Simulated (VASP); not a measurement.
# CoO (I4/mmm) in VASP: relaxation of cell and atoms with PBE+U

Aim: the relaxation of cell and atoms of CoO with PBE+U.

All numbers are computed with VASP 6.6.1; they aren't measurements. Logs are shortened: lines on timing, memory, paths and dates and some standing lists are left out, and cuts for length are marked.

### Step 1. The cell of the first run

The structure is tetragonal, space group I4/mmm (No. 139). Conventional cell: a = 3.016 Å, b = 3.016 Å, c = 4.215 Å, α = 90.00°, β = 90.00°, γ = 90.00°. Co (site symmetry 4/mmm) has 6 O at 2.11 to 2.13 Å within 2.8 Å. Within 2.8 Å of O (site symmetry 4/mmm) lie 6 Co at 2.11 to 2.13 Å.

### Step 2. Relaxation of cell and atoms, PBE+U, collinear spin, ferromagnetic start

The input, INCAR:

```
SYSTEM = CoO
PREC = Accurate ; ENCUT = 600
EDIFF = 1E-6 ; ISMEAR = -1
SIGMA = 0.05 ; LREAL = .False.
LASPH = .True. ; NELM = 150
ALGO = Normal ; ISIF = 3
LWAVE = .False. ; LCHARG = .False.
ISPIN = 2 ; MAGMOM = 2 0
LORBIT = 11 ; LMAXMIX = 4
LDAU = .True. ; LDAUTYPE = 2
LDAUL = 2 -1 ; LDAUU = 1 0
LDAUJ = 0 0 ; LDAUPRINT = 1
GGA = PE ; IBRION = 2
NSW = 60 ; EDIFFG = -0.01
```

The input, KPOINTS:

```
regular mesh
0
Gamma
  12 12 12
  0 0 0
```

The input, POSCAR:

```
CoO
1.0
   -1.5080004400      1.5080004400      2.1072503600
    1.5080004400     -1.5080004400      2.1072503600
    1.5080004400      1.5080004400     -2.1072503600
Co O
1 1
Direct
    0.0000000000      0.0000000000      0.0000000000
    0.5000000000      0.5000000000      0.0000000000
```

Potentials or basis: VASP PAW PBE potentials, release 64 (Co, O).

The run is started by

```
$ cat potpaw_PBE.64/Co/POTCAR potpaw_PBE.64/O/POTCAR > POTCAR
$ mpirun -np 1 vasp_std > vasp.out
```

OUTCAR:

```text
SYSTEM = CoO
   PREC = Accurate
   ENCUT = 600
   EDIFF = 1E-6
   ISMEAR = -1
   LREAL = .False.
   LASPH = .True.
   NELM = 150
   ISIF = 3
   ISPIN = 2
   LORBIT = 11
   GGA = PE
   IBRION = 2
   NSW = 60
   EDIFFG = -0.01

 ion  position               nearest neighbor table
   1  0.000  0.000  0.000-   2 2.11   2 2.11   2 2.13   2 2.13   2 2.13   2 2.13
   2  0.500  0.500  0.000-   1 2.11   1 2.11   1 2.13   1 2.13   1 2.13   1 2.13

  LATTYP: Found a body centered tetragonal cell.
 ALAT       =     3.0160008800
 C/A-ratio  =     1.3973804676

  Lattice vectors:

 A1 = (  -1.5080004400,   1.5080004400,   2.1072503600)
 A2 = (   1.5080004400,  -1.5080004400,   2.1072503600)
 A3 = (   1.5080004400,   1.5080004400,  -2.1072503600)

Analysis of symmetry for initial positions (statically):
=====================================================================
 Subroutine PRICEL returns:
 Original cell was already a primitive cell.

 Routine SETGRP: Setting up the symmetry group for a
 body centered tetragonal supercell.

 Subroutine GETGRP returns: Found 16 space group operations
 (whereof 16 operations were pure point group operations)
 out of a pool of 16 trial point group operations.

The static configuration has the point symmetry D_4h.

Analysis of symmetry for dynamics (positions and initial velocities):
=====================================================================
 Subroutine PRICEL returns:
 Original cell was already a primitive cell.

 Routine SETGRP: Setting up the symmetry group for a
 body centered tetragonal supercell.

 Subroutine GETGRP returns: Found 16 space group operations
 (whereof 16 operations were pure point group operations)
 out of a pool of 16 trial point group operations.

The dynamic configuration has the point symmetry D_4h.

Analysis of structural, dynamic, and magnetic symmetry:
=====================================================================
 Subroutine PRICEL returns:
 Original cell was already a primitive cell.

 Routine SETGRP: Setting up the symmetry group for a
 body centered tetragonal supercell.

 Subroutine GETGRP returns: Found 16 space group operations
 (whereof 16 operations were pure point group operations)
 out of a pool of 16 trial point group operations.

[... 159 lines left out ...]
  -------------------------------------------------------------------------------------
  Total        0.3644277      0.3644277     -0.5383831      0.0000000     -0.0000000      0.0000000
  in kB       30.4609120     30.4609120    -45.0010806      0.0000000     -0.0000000      0.0000000
  external PRESSURE =       5.3069144 kB  Pullay stress =       0.0000000 kB
[... 89 lines left out ...]
  FREE ENERGIE OF THE ION-ELECTRON SYSTEM (eV)
  ---------------------------------------------------
  free  energy   TOTEN  =       -12.5585128637 eV

  energy  without entropy=      -12.5406197770  energy(sigma->0) =      -12.54956632

atom =   1  type =  1  l = 2

 onsite density matrix

spin component  1

  0.9945 -0.0000  0.0000  0.0000 -0.0000
 -0.0000  0.9634  0.0000  0.0000  0.0000
  0.0000  0.0000  1.0062  0.0000  0.0000
  0.0000  0.0000  0.0000  0.9634  0.0000
 -0.0000  0.0000  0.0000  0.0000  0.9557

spin component  2

  0.1383 -0.0000 -0.0000  0.0000 -0.0000
 -0.0000  0.5022 -0.0000 -0.0000  0.0000
 -0.0000 -0.0000  0.2002 -0.0000  0.0000
  0.0000 -0.0000 -0.0000  0.5022  0.0000
 -0.0000  0.0000  0.0000  0.0000  0.9350

 occupancies and eigenvectors

  o =  0.1383  v =  0.0000  0.0000  0.0000  0.0000  0.0000  1.0000  0.0000  0.0000  0.0000  0.0000      0.0000  0.0000  0.0000  0.0000  0.0000  0.0000  0.0000  0.0000  0.0000  0.0000
  o =  0.2002  v =  0.0000  0.0000  0.0000  0.0000  0.0000  0.0000  0.0000  1.0000  0.0000 -0.0000      0.0000  0.0000  0.0000  0.0000  0.0000  0.0000  0.0000  0.0000  0.0000  0.0000
  o =  0.5022  v =  0.0000  0.0000  0.0000  0.0000  0.0000  0.0000 -0.8523  0.0000  0.5231 -0.0000      0.0000  0.0000  0.0000  0.0000  0.0000  0.0000  0.0000  0.0000  0.0000  0.0000
  o =  0.5022  v =  0.0000  0.0000  0.0000  0.0000  0.0000  0.0000 -0.5231  0.0000 -0.8523  0.0000      0.0000  0.0000  0.0000  0.0000  0.0000  0.0000  0.0000  0.0000  0.0000  0.0000
  o =  0.9350  v =  0.0000  0.0000  0.0000  0.0000  0.0000  0.0000  0.0000 -0.0000  0.0000  1.0000      0.0000  0.0000  0.0000  0.0000  0.0000  0.0000  0.0000  0.0000  0.0000  0.0000
  o =  0.9557  v =  0.0000  0.0000 -0.0000 -0.0000  1.0000  0.0000  0.0000  0.0000  0.0000  0.0000      0.0000  0.0000  0.0000  0.0000  0.0000  0.0000  0.0000  0.0000  0.0000  0.0000
  o =  0.9634  v =  0.0000 -0.8708  0.0000  0.4917  0.0000  0.0000  0.0000  0.0000  0.0000  0.0000      0.0000  0.0000  0.0000  0.0000  0.0000  0.0000  0.0000  0.0000  0.0000  0.0000
  o =  0.9634  v =  0.0000  0.4917 -0.0000  0.8708  0.0000  0.0000  0.0000  0.0000  0.0000  0.0000      0.0000  0.0000  0.0000  0.0000  0.0000  0.0000  0.0000  0.0000  0.0000  0.0000
  o =  0.9945  v =  1.0000  0.0000  0.0000  0.0000  0.0000  0.0000  0.0000  0.0000  0.0000  0.0000      0.0000  0.0000  0.0000  0.0000  0.0000  0.0000  0.0000  0.0000  0.0000  0.0000
  o =  1.0062  v =  0.0000  0.0000  1.0000  0.0000  0.0000  0.0000  0.0000  0.0000  0.0000  0.0000      0.0000  0.0000  0.0000  0.0000  0.0000  0.0000  0.0000  0.0000  0.0000  0.0000

--------------------------------------- Ionic step        4  -------------------------------------------

 number of electron      15.0000004 magnetization       2.9874247

 Free energy of the ion-electron system (eV)
  ---------------------------------------------------
  ext. energy  EPLUGINS =         0.00000000
  ---------------------------------------------------
  free energy    TOTEN  =       -12.55894699 eV

  energy without entropy =      -12.54104470  energy(sigma->0) =      -12.54999584

 E-fermi :   7.8229     XC(G=0): -12.3708

 val. band max:        7.8206583373   @ k =  -0.4167  -0.4167   0.2500
 cond. band min:       7.8240731388   @ k =  -0.3333   0.5000   0.2500
 fundamental gap:      0.0034148015
 Fermi energy:         7.8228620158

 spin component 1

 k-point     1 :       0.0000    0.0000    0.0000
  band No.  band energies     occupation
      1     -12.2738      1.00000
      2       3.8544      1.00000
      3       3.9390      1.00000
      4       3.9390      1.00000
      5       4.0802      1.00000
      6       4.6138      1.00000
      7       4.9015      1.00000
      8       4.9015      1.00000
      9       4.9617      1.00000
     10       8.9497      0.00000
     11      24.8045      0.00000
     12      25.6225      0.00000
[... 738 lines left out ...]
  FREE ENERGIE OF THE ION-ELECTRON SYSTEM (eV)
  ---------------------------------------------------
  free  energy   TOTEN  =       -12.5589469865 eV

  energy  without entropy=      -12.5410446982  energy(sigma->0) =      -12.54999584

 reached required accuracy - stopping structural energy minimisation

 total charge

# of ion       s       p       d       tot
------------------------------------------
    1        0.301   0.365   7.137   7.803
    2        1.551   3.441   0.000   4.992
--------------------------------------------------
tot          1.852   3.806   7.137  12.795

 magnetization (x)

# of ion       s       p       d       tot
------------------------------------------
    1        0.022   0.017   2.606   2.646
    2        0.027   0.271   0.000   0.298
--------------------------------------------------
tot          0.049   0.288   2.606   2.943
```

CONTCAR:

```text
CoO
   1.00000000000000
    -1.5444489302003370    1.5444489302003370    2.0320059479743726
     1.5444489302003370   -1.5444489302003370    2.0320059479743726
     1.5444489302003370    1.5444489302003370   -2.0320059479743726
  Co              O
     1     1
Direct
     0.0000000000000000    1.0000000000000000    0.0000000000000000
     0.5000000000000000    0.5000000000000000    1.0000000000000000

  0.00000000E+00  0.00000000E+00  0.00000000E+00
  0.00000000E+00  0.00000000E+00  0.00000000E+00
```

Wall time 2.7 min (1 thread of Intel Xeon Platinum 8375C at 2.90GHz (Ice Lake), shared host); peak memory 0.21 GiB.

Results:

| Property | Result |
| --- | --- |
| Free energy | -12.5589 eV |
| Relaxed volume | 9.69 Å³/atom |
| Relaxed cell | a = 2.983 Å, b = 2.983 Å, c = 2.983 Å, α = 117.64°, β = 117.64°, γ = 94.13° |
| Space group after relaxing (to 0.05 Å) | I4/mmm (No. 139) |
| Energy gained by relaxing | 9.5 meV/atom |
| Ionic steps | 4 |
| Pressure after relaxing | 0.0 GPa |
| Band gap on the k mesh | zero (filled and empty bands overlap) |
| Net moment | 2.99 μB per cell |
| Site moments | Co +2.65; O +0.30 μB |
| Valence electrons inside the program's atomic spheres | Co 7.80; O 4.99 |

Stress tensor (GPa, compression positive):
```
-0.01  0.00  0.00
 0.00 -0.01  0.00
 0.00  0.00 -0.11
```

Step by step:
```csv
step,energy change (eV),largest force (eV/Å),pressure (GPa),volume (Å³)
1,0.0000,0.0000,0.53,19.17
2,-0.0112,0.0000,-0.06,19.25
3,-0.0186,0.0000,-0.31,19.36
4,-0.0191,0.0000,-0.04,19.39
```

Final structure:
```
Co O
1.0
    -1.54445    1.54445    2.03201
     1.54445   -1.54445    2.03201
     1.54445    1.54445   -2.03201
Co O
1 1
Direct
  0.00000 0.00000 0.00000
  0.50000 0.50000 0.00000
```

Levels at points of the mesh, in eV from the Fermi level:
Spin up:
```tsv
k point	band 5	band 6	band 7	band 8	band 9	band 10	band 11	band 12
(0.00, 0.00, 0.00)	-3.74	-3.21	-2.92	-2.92	-2.86	1.13	16.98	17.80
(0.50, 0.00, 0.00)	-3.05	-2.76	-2.06	-0.32	0.04	5.10	9.41	12.68
(0.50, 0.50, 0.00)	-3.87	-3.59	-2.92	-2.82	-2.10	5.91	9.59	11.74
(0.50, 0.50, 0.50)	-3.88	-3.29	-3.03	-2.87	-2.87	5.98	10.49	11.07
```
Spin down:
| k point | band 2 | band 3 | band 4 | band 5 | band 6 | band 7 | band 8 | band 9 | band 10 | band 11 |
| --- | --- | --- | --- | --- | --- | --- | --- | --- | --- | --- |
| (0.00, 0.00, 0.00) | -2.69 | -2.34 | -2.34 | -1.38 | -1.13 | -1.13 | 0.01 | 0.64 | 1.85 | 16.87 |
| (0.50, 0.00, 0.00) | -7.51 | -4.63 | -4.35 | -0.62 | 0.10 | 0.24 | 2.96 | 3.03 | 5.38 | 10.23 |
| (0.50, 0.50, 0.00) | -6.31 | -3.93 | -3.33 | -2.13 | -0.49 | 0.24 | 0.70 | 1.50 | 6.83 | 10.06 |
| (0.50, 0.50, 0.50) | -6.20 | -3.85 | -3.85 | -2.63 | 0.18 | 0.18 | 1.14 | 1.28 | 6.86 | 10.90 |

Eigenvalues of the final occupation matrices:
| site | spin | trace | eigenvalues |
| --- | --- | --- | --- |
| site 1 d | 1 | 4.88 | 0.96 0.96 0.96 0.99 1.01 |
| site 1 d | 2 | 2.28 | 0.14 0.20 0.50 0.50 0.94 |

Caveat: a cell with one magnetic atom can't hold antiferromagnetic order, which such compounds often take.
